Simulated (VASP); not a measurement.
CuO, 4 atoms in the cell. The structure is hexagonal, space group P6_3/mmc (No. 194). The conventional cell has a = 3.137 Å, b = 3.137 Å, c = 4.372 Å, α = 90.00°, β = 90.00°, γ = 120.00°. Within 2.8 Å of Cu (site symmetry -3m) lie 6 O at 2.12 Å and 2 Cu at 2.19 Å. Within 2.9 Å of O (site symmetry -6m2) lie 6 Cu at 2.12 Å and 6 O at 2.84 Å. 

- Program: VASP 6.6.1
- Task: single point
- Functional: PBE
- Potentials or basis: VASP PAW PBE potentials, release 64 (Cu, O)
- Cutoff: 520 eV
- k mesh: 10 × 10 × 6
- Occupations: fermi-dirac, width 0.05 eV
- Spin: no spin polarisation
- Dipole correction: no
- Further INCAR settings: ALGO = Normal; EDIFF = 1e-06; NBANDS = 25

Potentials or basis: VASP PAW PBE potentials, release 64 (Cu, O).

Command:

```sh
$ cat potpaw_PBE.64/Cu/POTCAR potpaw_PBE.64/O/POTCAR > POTCAR
$ mpirun -np 1 vasp_std > vasp.out
```

Hardware: 1 thread of AMD EPYC 7R43 64-Core Processor (Zen 3), on a shared host.

**Question.** How long does it take, and how much memory?

**Answer.** Run time: 77 s on 1 thread of AMD EPYC 7R43 64-Core Processor (Zen 3), on a shared host, peak memory 0.14 GiB. Counts: scf iterations 15, k points 56.
